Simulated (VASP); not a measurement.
Here is a VASP 6.6.1 calculation.

The input INCAR:

```
SYSTEM = C21O
ALGO = Normal
DIPOL = 0.5 0.5 0.296
EDIFF = 1E-6
ENCUT = 520
GGA = PE
IDIPOL = 3
ISIF = 2
ISMEAR = 0
IVDW = 12
LASPH = .TRUE.
LCHARG = .TRUE.
LDIPOL = .TRUE.
LELF = .TRUE.
LREAL = Auto
LVACPOTAV = .TRUE.
LVHAR = .TRUE.
LWAVE = .FALSE.
NBANDS = 62
NELM = 60
PREC = Accurate
SIGMA = 0.05
```

The input KPOINTS:

```
k-points
0
G
  5 8 1
  0 0 0
```

POSCAR

```
C21O
1.0
    5.0304222913      0.0000000000      0.0000000000
    0.0000000000      3.5570457144      0.0000000000
    0.0000000000      0.0000000000     23.8251416051
C O
21 1
Direct
    0.2500000000      0.0000000000      0.1678898731
    0.7500000000      0.0000000000      0.1678898731
    0.0000000000      0.2500000000      0.1678898731
    0.5000000000      0.2500000000      0.1678898731
    0.0000000000      0.5000000000      0.2206746831
    0.5000000000      0.5000000000      0.2206746831
    0.2500000000      0.7500000000      0.2206746831
    0.7500000000      0.7500000000      0.2206746831
    0.2500000000      0.0023818432      0.2733210081
    0.7500000000      0.0023818432      0.2733210081
    0.0000000000      0.2476181568      0.2733210081
    0.5000000000      0.2476181568      0.2733210081
    0.0000000000      0.5094747646      0.3275705903
    0.5000000000      0.5094747646      0.3275705903
    0.2500000000      0.7405252354      0.3275705903
    0.7500000000      0.7405252354      0.3275705903
    0.2500000000      0.0286707501      0.3725115994
    0.7500000000      0.0286707501      0.3725115994
    0.0000000000      0.2213292499      0.3725115994
    0.5000000000      0.2213292499      0.3725115994
    0.2500000000      0.0286707501      0.5550918364
    0.2500000000      0.0286707501      0.5068234979
```

Potentials or basis: VASP PAW PBE potentials, release 64 (C, O).

Command:

```console
$ cat potpaw_PBE.64/C/POTCAR potpaw_PBE.64/O/POTCAR > POTCAR
$ mpirun -np 1 vasp_std > vasp.out
```

(1) Predict the largest force.

(2) Estimate the band gap on the k mesh.

(3) What does it give for the dispersion energy per atom?

## Answers

(1) 4.364 eV/Å.

(2) zero (bands 45 and 46 overlap by 0.03 eV).

(3) -0.141 eV.
